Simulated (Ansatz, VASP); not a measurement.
# LiCl in VASP and in Ansatz

```
Li Cl
1.0
     0.00000    2.56476    2.56476
     2.56476    0.00000    2.56476
     2.56476    2.56476    0.00000
Li Cl
1 1
Direct
  0.00000 0.00000 0.00000
  0.50000 0.50000 0.50000
```

Alike in both runs: task electric field gradients; functional LDA; k mesh 9 × 9 × 9; occupations fermi-dirac, width 0.03 eV; no spin polarisation.

|  | VASP | Ansatz |
| --- | --- | --- |
| version | VASP 6.6.1 | Ansatz 0.2.0 |
| potentials or method | VASP PAW LDA potentials, release 64 (Li_sv, Cl) | PAW with Ansatz's default frozen-core files, scalar-relativistic |
| plane-wave cutoff (eV) | 520 | 420 |
| valence electrons in the cell | 10 | 10 |

Ansatz gave:

| Property | Result |
| --- | --- |
| gap on the k mesh at the Fermi level (eV) | 5.99 |

Question: What did VASP give for the same quantities?

Answer: gap on the k mesh at the Fermi level (eV): 6.00.

LDA's correlation is that of Perdew and Zunger in VASP and of Perdew and Wang (1992) in Ansatz.

Noted on VASP's run: the cutoff is under 1.25 times that of the potentials, so the pressure is a little rough.
